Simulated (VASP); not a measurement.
# BaTiO3: single point with PBEsol

Crystal: BaTiO3.

```
CELL_PARAMETERS angstrom
4.11247 0.00000 0.00000
0.00000 4.11247 0.00000
0.00000 0.00000 5.03561
ATOMIC_POSITIONS crystal
Ba 0.00000 0.00000 0.00000
Ti 0.50000 0.50000 0.50000
O 0.00000 0.50000 0.50000
O 0.50000 0.00000 0.50000
O 0.00000 0.00000 0.50000
```

```
Program                : VASP 6.6.1
Task                   : single point
Functional             : PBEsol
Potentials or basis    : VASP PAW PBE potentials, release 64 (Ba_sv, Ti_sv, O)
Cutoff                 : 520 eV
k mesh                 : 6 × 6 × 4
Occupations            : fermi-dirac, width 0.05 eV
Spin                   : no spin polarisation
Dipole correction      : no
Further INCAR settings : ALGO = Normal; EDIFF = 1e-06; NBANDS = 28
```

```yaml
Pressure: -4.5 GPa
Band_gap_on_the_k_mesh: zero (band 20 reaches 4.39 eV, above the bottom of band 21 at 2.65 eV)
```

Stress tensor (GPa, compression positive):
```
-4.59  0.00  0.00
 0.00 -4.59  0.00
 0.00  0.00 -4.25
```

Levels at points of the mesh, in eV from the Fermi level:
| k point | band 16 | band 17 | band 18 | band 19 | band 20 | band 21 | band 22 | band 23 | band 24 | band 25 |
| --- | --- | --- | --- | --- | --- | --- | --- | --- | --- | --- |
| (0.00, 0.00, 0.00) | -3.69 | -3.52 | -1.95 | -1.25 | -0.01 | -0.01 | 0.00 | 1.51 | 1.54 | 1.54 |
| (0.50, 0.00, 0.00) | -4.22 | -2.90 | -1.86 | -1.45 | -0.54 | 0.16 | 0.77 | 1.17 | 1.46 | 1.81 |
| (0.50, 0.50, 0.00) | -3.86 | -2.73 | -2.20 | -2.20 | -1.70 | -1.45 | 1.47 | 1.47 | 2.07 | 3.10 |
| (0.00, 0.00, 0.50) | -3.68 | -3.68 | -2.73 | 0.04 | 0.10 | 0.10 | 0.14 | 0.48 | 1.53 | 1.53 |
| (0.50, 0.00, 0.50) | -3.91 | -2.94 | -2.88 | -2.06 | -0.10 | 0.02 | 0.77 | 1.40 | 1.78 | 2.21 |
| (0.50, 0.50, 0.50) | -3.84 | -3.70 | -2.72 | -2.41 | -2.41 | -0.49 | 0.33 | 1.45 | 1.45 | 2.07 |

Wall time 74 s on 1 thread of AMD EPYC 7R13 Processor (Zen 3), with other jobs on the host, peak memory 0.21 GiB.

Caveat: the PAW data sets were made with another functional, which shifts forces and pressure a little; spin-orbit coupling is left out, which moves the levels of the heavy elements; semilocal functionals often make such compounds metallic where correlation or magnetic order opens a gap, which also shifts bond lengths.
